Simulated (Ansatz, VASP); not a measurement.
**One calculation of MgO, two programs**

File INCAR:

```
SYSTEM = MgO
PREC     = Accurate       ! precision mode
ENCUT    = 600            ! plane-wave cutoff, eV
EDIFF    = 1E-6           ! SCF threshold, eV
ISMEAR   = -1             ! smearing method
SIGMA    = 5E-4           ! smearing width, eV
LREAL    = .False.        ! projectors in reciprocal space
LASPH    = .True.         ! aspherical terms in the spheres
NELM     = 120            ! most SCF steps
ALGO     = Normal         ! electronic algorithm
ISIF     = 2              ! what is computed and relaxed
LWAVE    = .False.        ! write WAVECAR
LCHARG   = .False.        ! write CHGCAR
GGA      = PE             ! functional
NBANDS   = 11             ! bands
GGA_COMPAT= .False.
```

KPOINTS

```
regular mesh
0
Gamma
  8 8 8
  0 0 0
```

The input POSCAR:

```
MgO
1.0
    0.0000000000      2.1715000000      2.1715000000
    2.1715000000      0.0000000000      2.1715000000
    2.1715000000      2.1715000000      0.0000000000
Mg O
1 1
Direct
    0.0000000000      0.0000000000      0.0000000000
    0.5000000000      0.5000000000      0.5000000000
```

Input for Ansatz:

```yaml
crystal:
  lattice:
    - [0.0, 2.1715, 2.1715]
    - [2.1715, 0.0, 2.1715]
    - [2.1715, 2.1715, 0.0]
  atoms:
    - { symbol: Mg, position: [0.0, 0.0, 0.0] }
    - { symbol: O, position: [0.5, 0.5, 0.5] }
hamiltonian:
  xc: pbe
  pseudopotentials: { kind: paw }
basis:
  ecutwfc: 420
kpoints:
  mp_grid: { grid: [8, 8, 8] }
scf:
  occupations: { method: fermi_dirac, width: 0.0005 }
  lower_state_search: "off"
  algorithm: density_mixing
  max_iter: 60
  mixing: {}
output:
  forces: true
  stress: true
```

Alike in both runs: task single point; functional PBE; k mesh 8 × 8 × 8; occupations fermi-dirac, width 0.0005 eV; no spin polarisation.

|  | VASP | Ansatz |
| --- | --- | --- |
| version | VASP 6.6.1 | Ansatz 0.2.0 |
| potentials or method | VASP PAW PBE potentials, release 64 (Mg, O), cutoff 600 eV | PAW, plane waves, scalar-relativistic |
| valence electrons in the cell | 8 | 16 |

VASP gave:

- pressure (GPa): -9.2

Task: Which values does Ansatz return?

Result: Pressure (GPa): -8.2.

VASP's potentials hold 8 valence electrons a cell and Ansatz's 16, so a difference there can come from the potentials and not from the codes.
